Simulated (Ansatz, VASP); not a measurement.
# One calculation of Sb2Se3, two programs

```
Sb Se
1.0
     4.06489   -0.00011   -0.00834
    -2.03232    3.52034   -0.00882
    -0.04494   -0.07961   21.12607
Sb Se
4 6
Direct
  0.33276 0.66788 0.08968
  0.34177 0.67342 0.58948
  0.66722 0.33211 0.41031
  0.65833 0.32653 0.91053
  0.66953 0.33793 0.16335
  0.67821 0.34338 0.66315
  0.33047 0.66216 0.33664
  0.32176 0.65659 0.83686
  0.99553 0.99725 0.00010
  0.00443 0.00275 0.49990
```

Change from the starting cell: cell x2, atoms moved at random (sigma 0.15 Å) and cell strained at random (1.5 %), then relaxed without symmetry.

Alike in both runs: functional PBE; k mesh 6 × 6 × 1; occupations gaussian, width 0.1 eV; no spin polarisation.

Ansatz relaxed the structure, and its values are those at the end. VASP's run is a single point on that final structure, the one shown.

|  | VASP | Ansatz |
| --- | --- | --- |
| version | VASP 6.6.1 | Ansatz 0.2.0 |
| potentials or method | VASP PAW PBE potentials, release 64 (Sb, Se), cutoff 520 eV | scalar-relativistic, plane waves, PAW |
| valence electrons in the cell | 56 | 156 |

VASP gave:

- gap on the k mesh at the Fermi level (eV): 0.46
- least direct gap on the mesh (eV): 0.47
- pressure (GPa): 0.0
- rms of the force components (eV/Å): 0.008

**Question.** What did Ansatz give for the same quantities?

**Answer.** gap on the k mesh at the Fermi level (eV): 0.48; least direct gap on the mesh (eV): 0.48; pressure (GPa): 0.0; rms of the force components (eV/Å): 0.003.

VASP's potentials hold 56 valence electrons a cell and Ansatz's 156, so a difference there can come from the potentials and not from the codes.

Spin-orbit coupling is off throughout.
